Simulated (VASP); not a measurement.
# MgS (pbe) (I4/mmm) in VASP: notebook, part 2 of 2

VASP 6.6.1. Earlier steps stand in the parts before.

## Step 3: Single point, PBE (strained cell)

The input, INCAR:

```
ALGO = Normal
EDIFF = 1E-6
ENCUT = 600
GGA = PE
GGA_COMPAT = F
ISIF = 2
ISMEAR = 0
LASPH = T
LCHARG = T
LELF = T
LREAL = F
LVHAR = T
LWAVE = F
NBANDS = 11
NELM = 120
PREC = Accurate
SIGMA = 0.02
```

The input, KPOINTS:

```
k-points
0
Gamma
  6 6 6
```

The input, POSCAR:

```
MgS
1.0
    0.0000000000      2.5889416591      2.6312655939
    2.5889416591      0.0000000000      2.6312655939
    2.5889416591      2.5889416591      0.0000000000
Mg S
1 1
Direct
    0.0000000000      0.0000000000      0.0000000000
    0.5000000000      0.5000000000      0.5000000000
```

Potentials or basis: VASP PAW PBE potentials, release 64 (Mg, S).

On the command line:

```
$ cat potpaw_PBE.64/Mg/POTCAR potpaw_PBE.64/S/POTCAR > POTCAR
$ mpirun -np 1 vasp_std > vasp.out
```

Run time: 8.9 s. Hardware: 1 thread of Intel Xeon 6975P-C (Granite Rapids), shared host; peak memory 0.17 GiB.

The run converged. Its results:

```
Free energy            : -8.4979 eV
Pressure               : 0.8 GPa
Band gap on the k mesh : 2.70 eV, indirect (least direct gap 3.65 eV)
```

Stress tensor (GPa, compression positive):
```
 1.38  0.00  0.00
 0.00  1.38  0.00
 0.00  0.00 -0.27
```

Levels at points of the mesh, in eV from the valence-band top:
```csv
k point,band 1,band 2,band 3,band 4,band 5,band 6,band 7,band 8,band 9
"(0.00, 0.00, 0.00)",-12.70,-0.07,-0.07,0.00,3.65,7.80,7.97,7.97,10.19
"(0.50, 0.00, 0.00)",-11.40,-4.87,-0.66,-0.61,4.50,6.78,6.95,10.05,12.10
"(0.50, 0.50, 0.00)",-11.07,-4.24,-1.68,-1.68,2.78,4.39,11.83,12.74,13.38
"(0.50, 0.00, 0.50)",-11.01,-4.22,-1.82,-1.68,2.70,4.34,12.00,12.78,13.05
```

Caveat: the cell differs from its parent crystal (strained cell). A k mesh can miss the band edges.

## Step 4: Single point, PBE

The input, INCAR:

```
  ALGO = Normal
  EDIFF = 1E-6
  ENCUT = 600
  GGA = PE
  GGA_COMPAT = F
  ISIF = 2
  ISMEAR = 0
  LASPH = T
  LCHARG = F
  LREAL = F
  LWAVE = F
  NBANDS = 11
  NELM = 120
  PREC = Accurate
  SIGMA = 0.01
```

KPOINTS is that of step 3.

POSCAR is that of step 3.

On the command line:

```
$ cat potpaw_PBE.64/Mg/POTCAR potpaw_PBE.64/S/POTCAR > POTCAR
$ mpirun -np 1 vasp_std > vasp.out
```

Run time: 8.3 s. Hardware: 1 thread of Intel Xeon 6975P-C (Granite Rapids), shared host; peak memory 0.17 GiB.

Results (log left out):

| Property | Result |
| --- | --- |
| Free energy | -8.4979 eV |
| Pressure | 0.8 GPa |
| Band gap on the k mesh | 2.70 eV, indirect (least direct gap 3.65 eV) |

Stress tensor (GPa, compression positive):
```
 1.38  0.00  0.00
 0.00  1.38  0.00
 0.00  0.00 -0.27
```

Levels at points of the mesh, in eV from the valence-band top:
```tsv
k point	band 1	band 2	band 3	band 4	band 5	band 6	band 7	band 8	band 9
(0.00, 0.00, 0.00)	-12.70	-0.07	-0.07	0.00	3.65	7.80	7.97	7.97	10.19
(0.50, 0.00, 0.00)	-11.40	-4.87	-0.66	-0.61	4.50	6.78	6.95	10.05	12.10
(0.50, 0.50, 0.00)	-11.07	-4.24	-1.68	-1.68	2.78	4.39	11.83	12.74	13.38
(0.50, 0.00, 0.50)	-11.01	-4.22	-1.82	-1.68	2.70	4.34	12.00	12.78	13.05
```

A k mesh can miss the band edges. PBE gaps usually lie below the measured ones, often by a third to a half.

## Step 5: Single point, PBE

The input, INCAR:

```
SYSTEM = MgS
PREC     = Accurate       ! precision mode
ENCUT    = 600            ! plane-wave cutoff, eV
EDIFF    = 1E-6           ! SCF threshold, eV
ISMEAR   = 0              ! smearing method
SIGMA    = 0.01           ! smearing width, eV
LREAL    = .FALSE.        ! projectors in reciprocal space
LASPH    = .TRUE.         ! aspherical terms in the spheres
NELM     = 120            ! most SCF steps
ALGO     = Normal         ! electronic algorithm
ISIF     = 2              ! what is computed and relaxed
LWAVE    = .FALSE.        ! write WAVECAR
LCHARG   = .FALSE.        ! write CHGCAR
GGA      = PE             ! functional
NBANDS   = 11             ! bands
GGA_COMPAT= .FALSE.
```

The input, KPOINTS:

```
regular mesh
0
G
  6 6 6
  0 0 0
```

POSCAR is that of step 4.

Potentials or basis: VASP PAW PBE potentials, release 64 (Mg, S).

On the command line:

```
$ cat potpaw_PBE.64/Mg/POTCAR potpaw_PBE.64/S/POTCAR > POTCAR
$ mpirun -np 1 vasp_std > vasp.out
```

OUTCAR:

```text
SYSTEM = MgS
   PREC = Accurate
   ENCUT = 600
   EDIFF = 1E-6
   ISMEAR = 0
   LREAL = .FALSE.
   LASPH = .TRUE.
   NELM = 120
   ISIF = 2
   GGA = PE

 ion  position               nearest neighbor table
   1  0.000  0.000  0.000-   2 2.59   2 2.59   2 2.59   2 2.59   2 2.63   2 2.63
   2  0.500  0.500  0.500-   1 2.59   1 2.59   1 2.59   1 2.59   1 2.63   1 2.63

  LATTYP: Found a body centered tetragonal cell.
 ALAT       =     3.6613164065
 C/A-ratio  =     1.4373330801

  Lattice vectors:

 A1 = (  -2.5889416591,   0.0000000000,   2.6312655939)
 A2 = (   2.5889416591,   0.0000000000,   2.6312655939)
 A3 = (   0.0000000000,   2.5889416591,  -2.6312655939)

Analysis of symmetry for initial positions (statically):
=====================================================================
 Subroutine PRICEL returns:
 Original cell was already a primitive cell.

 Routine SETGRP: Setting up the symmetry group for a
 body centered tetragonal supercell.

 Subroutine GETGRP returns: Found 16 space group operations
 (whereof 16 operations were pure point group operations)
 out of a pool of 16 trial point group operations.

The static configuration has the point symmetry D_4h.

Analysis of symmetry for dynamics (positions and initial velocities):
[... 169 lines left out ...]
      1      -8.9451      2.00000
      2       3.6902      2.00000
      3       3.6902      2.00000
      4       3.7584      2.00000
      5       7.4107      0.00000
      6      11.5571      0.00000
      7      11.7250      0.00000
      8      11.7250      0.00000
      9      13.9467      0.00000
     10      14.1706      0.00000
     11      16.2494      0.00000
[... 309 lines left out ...]
 k-point    24 :       0.5000    0.0000    0.3333
  band No.  band energies     occupation
      1      -7.3673      2.00000
      2      -0.1938      2.00000
      3       1.3947      2.00000
      4       2.2431      2.00000
      5       7.3767      0.00000
      6       9.3256      0.00000
      7      13.7190      0.00000
      8      14.0019      0.00000
      9      16.5287      0.00000
     10      18.3972      0.00000
     11      19.6891      0.00000

 [... further k-points ...]
[... 5 lines left out ...]
  --------------------------------------------------------------------------------------
  -------------------------------------------------------------------------------------
  Total        0.3042361      0.3042361     -0.0592765      0.0000000      0.0000000     -0.0000000
  in kB       13.8191747     13.8191747     -2.6924907      0.0000000      0.0000000     -0.0000000
  external PRESSURE =       8.3152862 kB  Pullay stress =       0.0000000 kB

 VOLUME and BASIS-vectors are now :
 -----------------------------------------------------------------------------
  energy-cutoff  :      600.00
  volume of cell :       35.27
      direct lattice vectors                 reciprocal lattice vectors
     0.000000000  2.588941659  2.631265594    -0.193129111  0.193129111  0.190022627
     2.588941659  0.000000000  2.631265594     0.193129111 -0.193129111  0.190022627
     2.588941659  2.588941659  0.000000000     0.193129111  0.193129111 -0.190022627

 POSITION                                       TOTAL-FORCE (eV/Angst)
 -----------------------------------------------------------------------------------
      0.00000      0.00000      0.00000        -0.000000      0.000000     -0.000000
      2.58894      2.58894      2.63127         0.000000     -0.000000      0.000000
 -----------------------------------------------------------------------------------
    total drift:                               -0.000000     -0.000000      0.000000

  FREE ENERGIE OF THE ION-ELECTRON SYSTEM (eV)
  ---------------------------------------------------
  free  energy   TOTEN  =        -8.4978894465 eV

  energy  without entropy=       -8.4978894465  energy(sigma->0) =       -8.49788945
```

Wall time 7.8 s (1 thread of Intel Xeon 6975P-C (Granite Rapids), shared host); peak memory 0.16 GiB.

Results:

| Item | Value |
| --- | --- |
| Free energy | -8.4979 eV |
| Pressure | 0.8 GPa |
| Band gap on the k mesh | 2.70 eV, indirect (least direct gap 3.65 eV) |
